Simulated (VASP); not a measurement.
Crystal: Se.

```xyz
3
Lattice="4.0374 0.0000 0.0000 -2.0187 3.4965 0.0000 0.0000 0.0000 5.1229" Properties=species:S:1:pos:R:3 pbc="T T T"
Se    1.0044    0.0000    1.7076
Se   -0.5022    0.8698    3.4153
Se    1.5165    2.6267    0.0000
```

Base run:

| Property | Result |
| --- | --- |
| Program | VASP 6.6.1 |
| Functional | PBEsol |
| Potentials or basis | VASP PAW PBE potentials, release 64 (Se) |
| Cutoff | 520 eV |
| k mesh | 7 × 7 × 5 |
| Occupations | fermi-dirac, width 0.05 eV |
| Spin | no spin polarisation |

Its results: band gap on the k mesh 0.98 eV, indirect (least direct gap 1.12 eV); pressure 0.2 GPa; largest force 0.029 eV/Å.

Task: The run is repeated on the same cell with these changes: functional from PBEsol to r2SCAN; further incar settings from ALGO = Normal; EDIFF = 1e-06; NBANDS = 16 to ALGO = Normal; EDIFF = 1e-07; NBANDS = 16. What comes out?

Result: Band gap on the k mesh 1.22 eV, indirect (least direct gap 1.35 eV); pressure 1.9 GPa; largest force 0.315 eV/Å.

Caveats: the PAW data sets were made with another functional, which shifts forces and pressure a little.

A k mesh can miss the band edges.
